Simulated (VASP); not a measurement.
A run of VASP 6.6.1:

Contents of INCAR:

```
SYSTEM = ZnIn2O6
ALGO = Normal
EDIFF = 1E-6
ENCUT = 600
GGA = PE
GGA_COMPAT = .False.
ISIF = 2
ISMEAR = 0
ISPIN = 2
KPAR = 4
LASPH = .True.
LCHARG = .True.
LORBIT = 11
LREAL = .False.
LVHAR = .True.
LWAVE = .False.
MAGMOM = 0 0 0 0.7 0.7 0.7 0.7 0.7 0.7
NBANDS = 51
NELM = 200
PREC = Accurate
SIGMA = 0.1
```

Contents of KPOINTS:

```
k-points
0
Gamma
  6 6 12
  0 0 0
```

File POSCAR:

```
ZnIn2O6
1.0
    6.0616039365      0.0000000000      0.0000000000
   -3.0308019683      5.2495029966      0.0000000000
    0.0000000000      0.0000000000      3.2644700249
Zn In O
1 2 6
Direct
    0.0000000000      0.0000000000      0.5000000000
    0.3333333333      0.6666666667      0.7739983461
    0.6666666667      0.3333333333      0.2260016539
    0.8113610672      0.6227221344      0.7195042758
    0.3772778656      0.1886389328      0.7195042758
    0.8113610672      0.1886389328      0.7195042758
    0.1886389328      0.3772778656      0.2804957242
    0.6227221344      0.8113610672      0.2804957242
    0.1886389328      0.8113610672      0.2804957242
```

Potentials or basis: VASP PAW PBE potentials, release 64 (Zn, In_d, O).

The run is started by

```bash
$ cat potpaw_PBE.64/Zn/POTCAR potpaw_PBE.64/In_d/POTCAR potpaw_PBE.64/O/POTCAR > POTCAR
$ mpirun -np 4 vasp_std > vasp.out
```

Hardware: 4 MPI ranks on Intel(R) Xeon(R) Platinum 8259CL CPU @ 2.50GHz (Skylake/Cascade Lake), on a shared host.

**Question.** How long does it take, and how much memory?

**Answer.** Run time: 5.1 min on 4 MPI ranks on Intel(R) Xeon(R) Platinum 8259CL CPU @ 2.50GHz (Skylake/Cascade Lake), with other jobs on the host, peak memory 0.71 GiB a rank. Counts: scf iterations 18, k points 64.
